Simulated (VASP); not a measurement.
Input of a VASP 6.6.1 run:

POSCAR

```
InP
1.0
    0.0000000000      3.0184150000      2.8425850000
    3.0184150000      0.0000000000      2.8425850000
    3.0184150000      3.0184150000      0.0000000000
In P
1 1
Direct
    0.0000000000      0.0000000000      0.0000000000
    0.7500000000      0.7500000000      0.7500000000
```

Contents of INCAR.step1:

```
SYSTEM = InP
PREC = Accurate
ENCUT = 520
ISMEAR = 0
SIGMA = 0.05
LREAL = .FALSE.
LASPH = .TRUE.
NELM = 60
NBANDS = 16
GGA = PE
ALGO = Normal
EDIFF = 1E-4
LWAVE = .TRUE.
LCHARG = .FALSE.
```

File INCAR.step2:

```
SYSTEM = InP
PREC = Accurate
ENCUT = 520
EDIFF = 1E-6
ISMEAR = 0
SIGMA = 0.05
LREAL = .FALSE.
LASPH = .TRUE.
NELM = 60
ALGO = Normal
ISIF = 2
LWAVE = .FALSE.
LCHARG = .FALSE.
METAGGA = R2SCAN
LMIXTAU = .TRUE.
NBANDS = 16
ISTART = 1
```

The input KPOINTS:

```
Automatic mesh
0
G
  8 8 8
  0 0 0
```

Potentials or basis: VASP PAW PBE potentials, release 64 (In_d, P).

Command:

```bash
$ cat potpaw_PBE.64/In_d/POTCAR potpaw_PBE.64/P/POTCAR > POTCAR
$ cp INCAR.step1 INCAR
$ mpirun -np 1 vasp_std > vasp.out
$ cp INCAR.step2 INCAR
$ mpirun -np 1 vasp_std > vasp.out
```

Question: Estimate the pressure.

Answer: -0.5 GPa.

Question: Estimate the band gap on the k mesh.

Answer: 0.81 eV, direct.

Stress tensor (GPa, compression positive):
```
-1.34  0.00  0.00
 0.00 -1.34  0.00
 0.00  0.00  1.05
```

Caveat: the cell differs from its parent crystal (strain +0.030 along x and y, -0.030 along z); the PAW data sets were made with another functional, which shifts forces and pressure a little; spin-orbit coupling is left out, which moves the levels of the heavy elements.
